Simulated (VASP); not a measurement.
Input of a VASP 6.6.1 run:

File INCAR:

```
  PREC = Accurate
  ENCUT = 500
  EDIFF = 1E-6
  ISMEAR = 1
  SIGMA = 0.15
  LREAL = F
  LASPH = T
  NELM = 120
  ALGO = Normal
  ISIF = 2
  LWAVE = F
  LCHARG = F
  GGA = PS
  NBANDS = 8
  GGA_COMPAT = F
```

The input KPOINTS:

```
regular mesh
0
Gamma
  13 13 13
```

Contents of POSCAR:

```
Al
1.0
    0.0000000000      2.0248050000      2.0248050000
    2.0248050000      0.0000000000      2.0248050000
    2.0248050000      2.0248050000      0.0000000000
Al
1
Direct
    0.0000000000      0.0000000000      0.0000000000
```

Potentials or basis: VASP PAW PBE potentials, release 64 (Al).

Launch:

```sh
$ cat potpaw_PBE.64/Al/POTCAR > POTCAR
$ mpirun -np 1 vasp_std > vasp.out
```

Predict the pressure.

-2.0 GPa.

Caveat: the PAW data sets were made with another functional, which shifts forces and pressure a little.
